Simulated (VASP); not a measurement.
## TiPt3: relaxation of cell and atoms with PBEsol

Crystal: TiPt3.

```
Ti Pt
1.0
     3.69742    0.00000    0.00000
     0.00000    3.69742    0.00000
     0.00000    0.00000    3.69742
Ti Pt
1 3
Cartesian
  0.0000 0.0000 0.0000
  0.0000 1.8487 1.8487
  1.8487 0.0000 1.8487
  1.8487 1.8487 0.0000
```

```
Program                : VASP 6.6.1
Task                   : relaxation of cell and atoms
Functional             : PBEsol
Potentials or basis    : VASP PAW PBE potentials, release 64 (Ti_sv, Pt)
Cutoff                 : 600 eV
k mesh                 : 12 × 12 × 12
Occupations            : gaussian, width 0.1 eV
Spin                   : no spin polarisation
Target pressure        : 60 GPa
Dipole correction      : no
Further INCAR settings : ALGO = Fast; EDIFF = 1e-07; IBRION = 2; EDIFFG = -0.008; NSW = 70; ISIF = 3
```

```yaml
Relaxed_volume: 12.71 Å³/atom
Relaxed_cell: a = 3.704 Å, b = 3.704 Å, c = 3.704 Å, α = 90.00°, β = 90.00°, γ = 90.00°
Space_group_after_relaxing_to_0.1_Å: Pm-3m (No. 221)
Energy_change_on_relaxing_the_run_minimises_the_enthalpy: -26.6 meV/atom
Ionic_steps: 3
Pressure_after_relaxing: 60.0 GPa
Band_gap_on_the_k_mesh: zero (bands 21 and 22 overlap by 1.96 eV)
```

Step by step:
```csv
step,energy change (eV),largest force (eV/Å),pressure (GPa),volume (Å³)
1,0.0000,0.0000,62.95,50.55
2,-0.5814,0.0000,45.73,52.27
3,-0.1066,0.0000,59.97,50.82
```

Final structure:
```
Ti Pt
1.0
     3.70418    0.00000    0.00000
     0.00000    3.70418    0.00000
     0.00000    0.00000    3.70418
Ti Pt
1 3
Direct
  0.00000 0.00000 0.00000
  0.00000 0.50000 0.50000
  0.50000 0.00000 0.50000
  0.50000 0.50000 0.00000
```

Levels at points of the mesh, in eV from the Fermi level:
```
           k point  band 18  band 19  band 20  band 21  band 22  band 23  band 24  band 25
(0.00, 0.00, 0.00)     0.22     0.22     0.22     1.55     1.55     1.55     1.77     1.77
(0.50, 0.00, 0.00)    -3.27    -3.23    -1.61    -0.36    -0.36     0.23     0.42     0.93
(0.50, 0.50, 0.00)    -3.91    -3.18    -2.82    -2.77     0.17     0.17     0.31     2.00
(0.50, 0.50, 0.50)    -1.00    -1.00    -1.00    -0.41    -0.41    -0.41     1.56     1.56
```

Run time: 5 min on 1 thread of Intel(R) Xeon(R) 6975P-C (Granite Rapids) (shared host), peak memory 0.27 GiB.

Caveat: the cell is relaxed towards a set pressure, so the run minimises the enthalpy, not the energy; the PAW data sets were made with another functional, which shifts forces and pressure a little; spin-orbit coupling is left out, which moves the levels of the heavy elements. Zero-point motion and thermal expansion aren't in these numbers.
